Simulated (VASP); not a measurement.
Wanted: the native input for a VASP 6.6.1 run.

```
Task                   : single point
Functional             : PBE
Potentials or basis    : VASP PAW PBE potentials, release 64 (Si, N)
Cutoff                 : 520 eV
k mesh                 : 4 × 3 × 3
Occupations            : gaussian, width 0.2 eV
Spin                   : no spin polarisation
Dipole correction      : no
Further INCAR settings : LREAL = Auto; ALGO = Normal; EDIFF = 1e-06; NBANDS = 47
```

The structure of Si7N lies in POSCAR:

```
Si7N
1.0
    0.0000000000      0.0000000000      5.9284269671
    7.3341529466      0.0000000000      0.0000000000
   -3.6670764733      6.3515627670      0.0000000000
Si N
14 2
Direct
    0.8218619614      0.3333333333      0.6666666667
    0.0026066021      0.6554173835      0.8277086917
    0.0026066021      0.1722913083      0.8277086917
    0.0026066021      0.1722913083      0.3445826165
    0.8994058270      0.3729098745      0.1864549373
    0.8994058270      0.8135450627      0.6270901255
    0.8994058270      0.8135450627      0.1864549373
    0.3218619614      0.6666666667      0.3333333333
    0.5026066021      0.8277086917      0.6554173835
    0.5026066021      0.3445826165      0.1722913083
    0.5026066021      0.8277086917      0.1722913083
    0.3994058270      0.1864549373      0.3729098745
    0.3994058270      0.1864549373      0.8135450627
    0.3994058270      0.6270901255      0.8135450627
    0.5021007513      0.3333333333      0.6666666667
    0.0021007513      0.6666666667      0.3333333333
```

These files were run (other wordings do the same):

INCAR

```
ALGO     = Normal         # electronic algorithm
EDIFF    = 1E-6           # SCF threshold, eV
ENCUT    = 520            # plane-wave cutoff, eV
GGA      = PE             # functional
ISIF     = 2              # what is computed and relaxed
ISMEAR   = 0              # smearing method
LASPH    = True           # aspherical terms in the spheres
LCHARG   = False          # write CHGCAR
LREAL    = Auto         
LWAVE    = False          # write WAVECAR
NBANDS   = 47             # bands
NELM     = 80             # most SCF steps
PREC     = Accurate       # precision mode
SIGMA    = 0.2            # smearing width, eV
```

KPOINTS

```
k-points
0
Gamma
  4 3 3
```

Potentials or basis: VASP PAW PBE potentials, release 64 (Si, N).

Run with:

```bash
$ cat potpaw_PBE.64/Si/POTCAR potpaw_PBE.64/N/POTCAR > POTCAR
$ mpirun -np 1 vasp_std > vasp.out
```

It gave:

```json
{
 "Pressure": "-0.1 GPa",
 "Largest force": "0.025 eV/Å",
 "Band gap on the k mesh": "zero (bands 33 and 34 overlap by 1.78 eV)"
}
```

Wall time 3.3 min on 1 thread of Intel(R) Xeon(R) Platinum 8259CL CPU @ 2.50GHz (Skylake/Cascade Lake), on a shared host, peak memory 0.39 GiB.
